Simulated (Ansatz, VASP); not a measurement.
## ZnBrF in VASP and in Ansatz

Contents of INCAR:

```
SYSTEM = ZnBrF
ALGO = Normal ; EDIFF = 1E-6
ENCUT = 520 ; GGA = PE
ISIF = 2 ; ISMEAR = 0
LASPH = .TRUE. ; LCHARG = .FALSE.
LREAL = .FALSE. ; LWAVE = .FALSE.
NBANDS = 35 ; NELM = 60
PREC = Accurate ; SIGMA = 0.1
```

KPOINTS

```
k-points
0
G
  6 6 4
  0 0 0
```

File POSCAR:

```
ZnBrF
1.0
    3.5245721000      0.0000000000      0.0000000000
    0.0000000000      3.5245721000      0.0000000000
    0.0000000000      0.0000000000      4.9844976700
Zn Br F
2 2 2
Direct
    0.5000000000      0.0000000000      0.7500000000
    0.0000000000      0.5000000000      0.2500000000
    0.5000000000      0.5000000000      0.5000000000
    0.0000000000      0.0000000000      0.5000000000
    0.0000000000      0.0000000000      0.0000000000
    0.5000000000      0.5000000000      0.0000000000
```

Input for Ansatz:

```yaml
crystal:
  lattice:
    - [3.5245721, 0.0, 0.0]
    - [0.0, 3.5245721, 0.0]
    - [0.0, 0.0, 4.98449767]
  atoms:
    - { symbol: Zn, position: [0.5, 0.0, 0.75] }
    - { symbol: Zn, position: [0.0, 0.5, 0.25] }
    - { symbol: Br, position: [0.5, 0.5, 0.5] }
    - { symbol: Br, position: [0.0, 0.0, 0.5] }
    - { symbol: F, position: [0.0, 0.0, 0.0] }
    - { symbol: F, position: [0.5, 0.5, 0.0] }
basis:
  ecutwfc: 420
kpoints:
  mp_grid: { grid: [6, 6, 4] }
hamiltonian:
  xc: pbe
scf:
  occupations: { method: gaussian, width: 0.1 }
  lower_state_search: "off"
output:
  forces: true
  stress: true
  eigenvalues: true
```

Alike in both runs: task single point; functional PBE; k mesh 6 × 6 × 4; occupations gaussian, width 0.1 eV; no spin polarisation.

|  | VASP | Ansatz |
| --- | --- | --- |
| version | VASP 6.6.1 | Ansatz 0.2.0 |
| potentials or method | VASP PAW PBE potentials, release 64 (Zn, Br, F), cutoff 520 eV | scalar-relativistic, plane waves, PAW |
| valence electrons in the cell | 52 | 52 |

Ansatz gave:

* gap on the k mesh at the Fermi level (eV): none
* rms of the force components (eV/Å): 2.676

Problem. Estimate VASP's values.

Solution. gap on the k mesh at the Fermi level (eV): none; rms of the force components (eV/Å): 2.723.

Atom by atom the forces differ by 0.046 eV/Å (rms over components). A gap of «none» marks a metal or a gap that the smearing closes.
